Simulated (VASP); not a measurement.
A run of VASP 6.6.1:

The input INCAR:

```
SYSTEM = SiMo12
PREC = Accurate
ENCUT = 520
EDIFF = 1E-7
ISMEAR = 0
SIGMA = 0.1
LREAL = .False.
LASPH = .True.
NELM = 100
ALGO = Normal
ISIF = 2
LWAVE = .False.
LCHARG = .True.
LDIPOL = .True.
IDIPOL = 3
DIPOL = 0.5 0.5 0.328
GGA = PE
LELF = .True.
LVHAR = .True.
LVACPOTAV = .True.
NBANDS = 98
```

File KPOINTS:

```
regular mesh
0
Gamma
  5 5 1
  0 0 0
```

POSCAR

```
SiMo12
1.0
    5.4740909335      0.0000000000      0.0000000000
   -1.8246969778      5.1610224265      0.0000000000
    0.0000000000      0.0000000000     19.8082441207
Mo Si
12 1
Direct
    0.2500000000      0.2500000000      0.2019361219
    0.2500000000      0.7500000000      0.2019361219
    0.7500000000      0.2500000000      0.2019361219
    0.7500000000      0.7500000000      0.2019361219
    0.0000000000      0.0000000000      0.3106875864
    0.0000000000      0.5000000000      0.3106875864
    0.5000000000      0.0000000000      0.3106875864
    0.5000000000      0.5000000000      0.3106875864
    0.2500000000      0.2500000000      0.4194336494
    0.2500000000      0.7500000000      0.4194336494
    0.7500000000      0.2500000000      0.4194336494
    0.7500000000      0.7500000000      0.4194336494
    0.2500000000      0.2500000000      0.5368129038
```

Potentials or basis: VASP PAW PBE potentials, release 64 (Mo_sv, Si).

Command:

```sh
$ cat potpaw_PBE.64/Mo_sv/POTCAR potpaw_PBE.64/Si/POTCAR > POTCAR
$ mpirun -np 1 vasp_std > vasp.out
```

Hardware: 1 thread of Intel Xeon 8259CL, on a shared host.

Question: Estimate the wall time of this run.

Answer: Run time: 43 min on 1 thread of Intel Xeon 8259CL, with other jobs on the host, peak memory 0.77 GiB. Counts: scf iterations 34, k points 9.
